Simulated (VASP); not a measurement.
# Ta2N (P-3m1) in VASP: notebook

Ta2N is run at these levels: PBEsol; tasks: single point.

Everything below comes from runs of VASP 6.6.1. Logs are shortened: lines on timing, memory, paths and dates and some standing lists are left out, and cuts for length are marked.

## 1. The cell of the first run

It takes space group P-3m1 (No. 164, trigonal). Conventional cell: a = 3.007 Å, b = 3.007 Å, c = 4.753 Å, α = 90.00°, β = 90.00°, γ = 120.00°. Ta (site symmetry 3m) has 3 N at 2.12 Å and 12 Ta at 2.89 to 3.01 Å within 3.1 Å. N (site symmetry -3m) has 6 Ta at 2.12 Å within 2.8 Å.

## 2. Single point, PBEsol (12.40 Å³/atom)

The input, INCAR:

```
PREC     = Accurate       # precision mode
ENCUT    = 520            # plane-wave cutoff, eV
EDIFF    = 1E-6           # SCF threshold, eV
ISMEAR   = 0              # smearing method
SIGMA    = 0.1            # smearing width, eV
LREAL    = False          # projectors in reciprocal space
LASPH    = True           # aspherical terms in the spheres
NELM     = 100            # most SCF steps
ALGO     = Normal         # electronic algorithm
ISIF     = 2              # what is computed and relaxed
LWAVE    = False          # write WAVECAR
LCHARG   = False          # write CHGCAR
GGA      = PS             # functional
NBANDS   = 20             # bands
```

The input, KPOINTS:

```
regular mesh
0
Gamma
  18 18 10
```

The input, POSCAR:

```
Ta2N
1.0
    3.0066662034      0.0000000000      0.0000000000
   -1.5033331017      2.6038493128      0.0000000000
    0.0000000000      0.0000000000      4.7534476189
Ta N
2 1
Direct
    0.6666666667      0.3333333333      0.7427718378
    0.3333333333      0.6666666667      0.2572281622
    0.0000000000      0.0000000000      0.0000000000
```

Potentials or basis: VASP PAW PBE potentials, release 64 (Ta_pv, N).

On the command line:

```
cat potpaw_PBE.64/Ta_pv/POTCAR potpaw_PBE.64/N/POTCAR > POTCAR
mpirun -np 1 vasp_std > vasp.out
```

OUTCAR:

```text
PREC = Accurate
   ENCUT = 520
   EDIFF = 1E-6
   ISMEAR = 0
   LREAL = False
   LASPH = True
   NELM = 100
   ISIF = 2
   GGA = PS

 ion  position               nearest neighbor table
   1  0.667  0.333  0.743-   3 2.12   3 2.12   3 2.12   2 2.89   2 2.89   2 2.89   2 3.00   2 3.00
                             2 3.00
   2  0.333  0.667  0.257-   3 2.12   3 2.12   3 2.12   1 2.89   1 2.89   1 2.89   1 3.00   1 3.00
                             1 3.00
   3  0.000  0.000  0.000-   1 2.12   2 2.12   2 2.12   1 2.12   1 2.12   2 2.12

  LATTYP: Found a hexagonal cell.
 ALAT       =     3.0066662034
 C/A-ratio  =     1.5809695182

  Lattice vectors:

 A1 = (   3.0066662034,   0.0000000000,   0.0000000000)
 A2 = (  -1.5033331017,   2.6038493128,   0.0000000000)
 A3 = (   0.0000000000,   0.0000000000,   4.7534476189)

Analysis of symmetry for initial positions (statically):
=====================================================================
 Subroutine PRICEL returns:
 Original cell was already a primitive cell.

 Routine SETGRP: Setting up the symmetry group for a
 hexagonal supercell.

 Subroutine GETGRP returns: Found 12 space group operations
 (whereof 12 operations were pure point group operations)
 out of a pool of 24 trial point group operations.

The static configuration has the point symmetry D_3d.

Analysis of symmetry for dynamics (positions and initial velocities):
=====================================================================
 Subroutine PRICEL returns:
 Original cell was already a primitive cell.

 Routine SETGRP: Setting up the symmetry group for a
 hexagonal supercell.

 Subroutine GETGRP returns: Found 12 space group operations
 (whereof 12 operations were pure point group operations)
 out of a pool of 24 trial point group operations.

The dynamic configuration has the point symmetry D_3d.

 Subroutine INISYM returns: Found 12 space group operations
 (whereof 12 operations are pure point group operations),
 and found     1 'primitive' translations

----------------------------------------------------------------------------------------

                                     Primitive cell

  volume of cell :      37.2143

  direct lattice vectors                    reciprocal lattice vectors
     3.006666203  0.000000000  0.000000000     0.332594286  0.192023401  0.000000000
    -1.503333102  2.603849313  0.000000000     0.000000000  0.384046801  0.000000000
     0.000000000  0.000000000  4.753447619     0.000000000  0.000000000  0.210373624

  length of vectors
     3.006666203  3.006666203  4.753447619     0.384046801  0.384046801  0.210373624

  position of ions in fractional coordinates (direct lattice)
     0.666666667  0.333333333  0.742771838
     0.333333333  0.666666667  0.257228162
     0.000000000  0.000000000  0.000000000

  ion indices of the primitive-cell ions
   primitive index   ion index
                 1           1
                 2           2
                 3           3

----------------------------------------------------------------------------------------

 KPOINTS: regular mesh

Automatic generation of k-mesh.
 Grid dimensions read from file:
 generate k-points for:   18   18   10

 Generating k-lattice:

  Cartesian coordinates                     Fractional coordinates (reciprocal lattice)
     0.018477460  0.010667967  0.000000000     0.055555556  0.000000000  0.000000000
     0.000000000  0.021335933  0.000000000     0.000000000  0.055555556  0.000000000
     0.000000000  0.000000000  0.021037362     0.000000000  0.000000000  0.100000000

  Length of vectors
     0.021335933  0.021335933  0.021037362

  Shift w.r.t. Gamma in fractional coordinates (k-lattice)
     0.000000000  0.000000000  0.000000000

 Subroutine IBZKPT returns following result:
 ===========================================

 Found    330 irreducible k-points:

 Following reciprocal coordinates:
            Coordinates               Weight
  0.000000  0.000000  0.000000      1.000000
  0.055556  0.000000  0.000000      6.000000
  0.111111  0.000000  0.000000      6.000000
  0.166667  0.000000  0.000000      6.000000
  0.222222  0.000000  0.000000      6.000000
  0.277778  0.000000  0.000000      6.000000
[... 16 lines left out ...]
  0.333333  0.111111  0.000000     12.000000
  0.388889  0.111111  0.000000     12.000000
 [... further k-points ...]
   k-points           NKPTS =    330   k-points in BZ     NKDIM =    330   number of bands    NBANDS=     20
   number of dos      NEDOS =    301   number of ions     NIONS =      3
   total plane-waves  NPLWV =  20736
   dimension x,y,z NGX =    24 NGY =   24 NGZ =   36
   dimension x,y,z NGXF=    48 NGYF=   48 NGZF=   72
   ions per type =               2   1
   NGX,Y,Z   is equivalent  to a cutoff of  13.27, 13.27, 12.59 a.u.
   NGXF,Y,Z  is equivalent  to a cutoff of  26.54, 26.54, 25.18 a.u.
 SYSTEM =  unknown system
[... 87 lines left out ...]
     20      13.8328      0.00000

 k-point     3 :       0.1111    0.0000    0.0000
  band No.  band energies     occupation
      1     -27.4302      2.00000
      2     -26.5453      2.00000
      3     -26.4755      2.00000
      4     -26.3825      2.00000
      5     -26.2855      2.00000
      6     -26.1866      2.00000
[... 12 lines left out ...]
     19      10.4421      0.00000
     20      13.8264      0.00000

 k-point     4 :       0.1667    0.0000    0.0000
  band No.  band energies     occupation
      1     -27.3700      2.00000
      2     -26.6659      2.00000
      3     -26.5148      2.00000
      4     -26.4971      2.00000
      5     -26.2974      2.00000
      6     -26.2096      2.00000
[... 12 lines left out ...]
     19      11.4869      0.00000
     20      13.6357      0.00000

 k-point     5 :       0.2222    0.0000    0.0000
  band No.  band energies     occupation
      1     -27.2915      2.00000
      2     -26.8129      2.00000
      3     -26.6307      2.00000
      4     -26.5607      2.00000
      5     -26.3141      2.00000
      6     -26.2437      2.00000
[... 12 lines left out ...]
     19      12.4958      0.00000
     20      13.4252      0.00000

 k-point     6 :       0.2778    0.0000    0.0000
  band No.  band energies     occupation
      1     -27.2020      2.00000
      2     -26.9658      2.00000
      3     -26.7661      2.00000
      4     -26.6075      2.00000
      5     -26.3335      2.00000
      6     -26.2887      2.00000
[... 12 lines left out ...]
     19      12.9731      0.00000
     20      13.7724      0.00000

 k-point     7 :       0.3333    0.0000    0.0000
  band No.  band energies     occupation
      1     -27.1494      2.00000
      2     -27.0641      2.00000
      3     -26.8883      2.00000
      4     -26.6499      2.00000
      5     -26.3529      2.00000
      6     -26.3432      2.00000
[... 12 lines left out ...]
     19      12.9736      0.00000
     20      14.2811      0.00000
[... 277 lines left out ...]
 k-point    20 :       0.1667    0.1111    0.0000
  band No.  band energies     occupation
      1     -27.2591      2.00000
      2     -26.8160      2.00000
      3     -26.7556      2.00000
      4     -26.5212      2.00000
      5     -26.3605      2.00000
      6     -26.2580      2.00000
[... 12 lines left out ...]
     19      12.8613      0.00000
     20      13.4117      0.00000

 k-point    21 :       0.2222    0.1111    0.0000
  band No.  band energies     occupation
      1     -27.1725      2.00000
      2     -26.9611      2.00000
      3     -26.8441      2.00000
      4     -26.5911      2.00000
      5     -26.3891      2.00000
      6     -26.3034      2.00000
[... 12 lines left out ...]
     19      13.2562      0.00000
     20      13.8079      0.00000

 k-point    22 :       0.2778    0.1111    0.0000
  band No.  band energies     occupation
      1     -27.1312      2.00000
      2     -27.0427      2.00000
      3     -26.9225      2.00000
      4     -26.6597      2.00000
      5     -26.4147      2.00000
      6     -26.3582      2.00000
[... 12 lines left out ...]
     19      13.3658      0.00000
     20      14.1398      0.00000

 k-point    23 :       0.3333    0.1111    0.0000
  band No.  band energies     occupation
      1     -27.2229      2.00000
      2     -26.9854      2.00000
      3     -26.9657      2.00000
      4     -26.7157      2.00000
      5     -26.4358      2.00000
      6     -26.4179      2.00000
[... 12 lines left out ...]
     19      13.4611      0.00000
     20      13.9019      0.00000

 k-point    24 :       0.3889    0.1111    0.0000
  band No.  band energies     occupation
      1     -27.2912      2.00000
      2     -27.0261      2.00000
      3     -26.8902      2.00000
      4     -26.7523      2.00000
      5     -26.4735      2.00000
      6     -26.4483      2.00000
[... 12 lines left out ...]
     19      13.4941      0.00000
     20      13.7010      0.00000

 [... further k-points ...]

------------------------ aborting loop because EDIFF is reached ----------------------------------------

  FORCE on cell =-STRESS in cart. coord.  units (eV):
  Direction    XX          YY          ZZ          XY          YZ          ZX
  --------------------------------------------------------------------------------------
  -------------------------------------------------------------------------------------
  Total        4.9207375      4.9207375      4.8735818      0.0000000      0.0000000     -0.0000000
  in kB      211.8512350    211.8512350    209.8210539      0.0000000      0.0000000     -0.0000000
  external PRESSURE =     211.1745080 kB  Pullay stress =       0.0000000 kB

 VOLUME and BASIS-vectors are now :
 -----------------------------------------------------------------------------
  energy-cutoff  :      520.00
  volume of cell :       37.21
      direct lattice vectors                 reciprocal lattice vectors
     3.006666203  0.000000000  0.000000000     0.332594286  0.192023401  0.000000000
    -1.503333102  2.603849313  0.000000000     0.000000000  0.384046801  0.000000000
     0.000000000  0.000000000  4.753447619     0.000000000  0.000000000  0.210373624

 POSITION                                       TOTAL-FORCE (eV/Angst)
 -----------------------------------------------------------------------------------
      1.50333      0.86795      3.53073         0.000000     -0.000000     -0.067197
     -0.00000      1.73590      1.22272        -0.000000      0.000000      0.067197
      0.00000      0.00000      0.00000        -0.000000      0.000000      0.000000
 -----------------------------------------------------------------------------------
    total drift:                                0.000000     -0.000000      0.000000

  FREE ENERGIE OF THE ION-ELECTRON SYSTEM (eV)
  ---------------------------------------------------
  free  energy   TOTEN  =       -36.3438617015 eV

  energy  without entropy=      -36.3382367840  energy(sigma->0) =      -36.34104924
```

It took 68 s on 1 thread of Intel Xeon 6975P-C (Granite Rapids), shared host; peak memory 0.33 GiB.

Results:

* Free energy: -36.3439 eV
* Pressure: 21.1 GPa
* Largest force: 0.067 eV/Å
* Band gap on the k mesh: zero (an odd number of electrons rules out a gap without spin polarisation)

Forces on the atoms (eV/Å):
```
Ta   0.000  0.000 -0.067
Ta   0.000  0.000  0.067
N    0.000  0.000  0.000
```

Stress tensor (GPa, compression positive):
```
21.19  0.00  0.00
 0.00 21.19  0.00
 0.00  0.00 20.98
```

Caveat: the cell stands under pressure; the PAW data sets were made with another functional, which shifts forces and pressure a little; spin-orbit coupling is left out, which moves the levels of the heavy elements.

## 3. Single point, PBEsol (12.80 Å³/atom)

This run uses another cell than the first one, of 12.80 Å³/atom.

The input, INCAR:

```
SYSTEM = Ta2N
PREC     = Accurate       ! precision mode
ENCUT    = 520            ! plane-wave cutoff, eV
EDIFF    = 1E-6           ! SCF threshold, eV
ISMEAR   = 0              ! smearing method
SIGMA    = 0.1            ! smearing width, eV
LREAL    = .False.        ! projectors in reciprocal space
LASPH    = .True.         ! aspherical terms in the spheres
NELM     = 80             ! most SCF steps
ALGO     = Normal         ! electronic algorithm
ISIF     = 2              ! what is computed and relaxed
LWAVE    = .False.        ! write WAVECAR
LCHARG   = .False.        ! write CHGCAR
GGA      = PS             ! functional
NBANDS   = 20             ! bands
```

The input, KPOINTS:

```
regular mesh
0
Gamma
  18 18 10
  0 0 0
```

The input, POSCAR:

```
Ta2N
1.0
    3.0428239097      0.0000000000      0.0000000000
   -1.5214119548      2.6351628051      0.0000000000
    0.0000000000      0.0000000000      4.7892706962
Ta N
2 1
Direct
    0.6666666667      0.3333333333      0.7443665300
    0.3333333333      0.6666666667      0.2556334700
    0.0000000000      0.0000000000      0.0000000000
```

Potentials or basis: VASP PAW PBE potentials, release 64 (Ta_pv, N).

On the command line:

```
cat potpaw_PBE.64/Ta_pv/POTCAR potpaw_PBE.64/N/POTCAR > POTCAR
mpirun -np 1 vasp_std > vasp.out
```

It took 66 s on 1 thread of Intel Xeon 6975P-C (Granite Rapids), shared host; peak memory 0.34 GiB.

The run converged. Its results:

```
Free energy            : -36.4578 eV
Pressure               : 10.0 GPa
Largest force          : 0.061 eV/Å
Band gap on the k mesh : zero (an odd number of electrons rules out a gap without spin polarisation)
```

Forces on the atoms (eV/Å):
```
Ta   0.000  0.000 -0.061
Ta   0.000  0.000  0.061
N    0.000  0.000  0.000
```

Levels at points of the mesh, in eV from the Fermi level:
| k point | band 9 | band 10 | band 11 | band 12 | band 13 | band 14 | band 15 | band 16 | band 17 | band 18 |
| --- | --- | --- | --- | --- | --- | --- | --- | --- | --- | --- |
| (0.00, 0.00, 0.00) | -6.29 | -6.29 | -4.90 | -0.78 | -0.26 | -0.26 | 0.30 | 0.34 | 0.34 | 1.23 |
| (0.50, 0.00, 0.00) | -6.81 | -6.62 | -4.89 | -2.65 | -1.27 | 1.84 | 2.13 | 4.12 | 4.37 | 4.64 |
| (0.00, 0.00, 0.50) | -6.48 | -6.48 | -3.08 | -2.63 | -1.19 | -1.19 | 1.92 | 2.32 | 2.50 | 2.50 |
| (0.50, 0.00, 0.50) | -6.99 | -6.32 | -3.50 | -2.13 | -2.09 | -0.33 | 0.79 | 3.67 | 3.92 | 4.41 |

Caveat: the cell stands under pressure; the PAW data sets were made with another functional, which shifts forces and pressure a little; spin-orbit coupling is left out, which moves the levels of the heavy elements.

## 4. Single point, PBEsol

This run uses another cell than the first one, of 13.20 Å³/atom.

The input, INCAR:

```
PREC = Accurate ; ENCUT = 520
EDIFF = 1E-6 ; ISMEAR = 0
SIGMA = 0.1 ; LREAL = False
LASPH = True ; NELM = 100
ALGO = Normal ; ISIF = 2
LWAVE = False ; LCHARG = False
GGA = PS ; NBANDS = 20
```

The input, KPOINTS:

```
regular mesh
0
Gamma
  18 18 10
```

The input, POSCAR:

```
Ta2N
1.0
    3.0786153860      0.0000000000      0.0000000000
   -1.5393076930      2.6661591328      0.0000000000
    0.0000000000      0.0000000000      4.8232571822
Ta N
2 1
Direct
    0.6666666667      0.3333333333      0.7462554482
    0.3333333333      0.6666666667      0.2537445518
    0.0000000000      0.0000000000      0.0000000000
```

On the command line:

```
cat potpaw_PBE.64/Ta_pv/POTCAR potpaw_PBE.64/N/POTCAR > POTCAR
mpirun -np 1 vasp_std > vasp.out
```

Run time: 74 s. Hardware: 1 thread of Intel Xeon 6975P-C (Granite Rapids), shared host; peak memory 0.34 GiB.

Results (log left out):

| Item | Value |
| --- | --- |
| Free energy | -36.4957 eV |
| Pressure | 0.6 GPa |
| Largest force | 0.056 eV/Å |
| Band gap on the k mesh | zero (an odd number of electrons rules out a gap without spin polarisation) |

Forces in eV/Å, atoms in the order of the input:
```
Ta   0.000  0.000 -0.056
Ta   0.000  0.000  0.056
N    0.000  0.000  0.000
```

Levels at points of the mesh, in eV from the Fermi level:
| k point | band 9 | band 10 | band 11 | band 12 | band 13 | band 14 | band 15 | band 16 | band 17 | band 18 |
| --- | --- | --- | --- | --- | --- | --- | --- | --- | --- | --- |
| (0.00, 0.00, 0.00) | -6.23 | -6.23 | -4.90 | -0.70 | -0.25 | -0.25 | 0.29 | 0.29 | 0.35 | 1.25 |
| (0.50, 0.00, 0.00) | -6.66 | -6.53 | -4.70 | -2.61 | -1.32 | 1.86 | 2.01 | 3.87 | 4.15 | 4.45 |
| (0.00, 0.00, 0.50) | -6.41 | -6.41 | -2.90 | -2.65 | -1.17 | -1.17 | 1.87 | 2.08 | 2.36 | 2.36 |
| (0.50, 0.00, 0.50) | -6.83 | -6.25 | -3.41 | -2.13 | -2.09 | -0.21 | 0.80 | 3.43 | 3.66 | 4.20 |

Caveat: the PAW data sets were made with another functional, which shifts forces and pressure a little; spin-orbit coupling is left out, which moves the levels of the heavy elements.

## 5. Summary

```tsv
cell	gap on the mesh (eV)	pressure (GPa)	largest force (eV/Å)
a = 3.007, b = 3.007, c = 4.753 Å, angles 90.0, 90.0, 120.0°, 3 atoms, atomic positions A	none	21.1	0.07
a = 3.043, b = 3.043, c = 4.789 Å, angles 90.0, 90.0, 120.0°, 3 atoms, atomic positions B	none	10.0	0.06
a = 3.079, b = 3.079, c = 4.823 Å, angles 90.0, 90.0, 120.0°, 3 atoms, atomic positions C	none	0.6	0.06
```

Alike in all rows: task single point; level PBEsol; potentials or basis VASP PAW PBE potentials, release 64 (Ta_pv, N); no spin polarisation; k mesh 18 × 18 × 10; cutoff (eV) 520; smearing gaussian 0.1 eV.

Caveats: the PAW data sets were made with another functional, which shifts forces and pressure a little; spin-orbit coupling is left out, which moves the levels of the heavy elements; the cell stands under pressure (at least some runs).

Absolute energies hang on the potentials; compare differences alone.
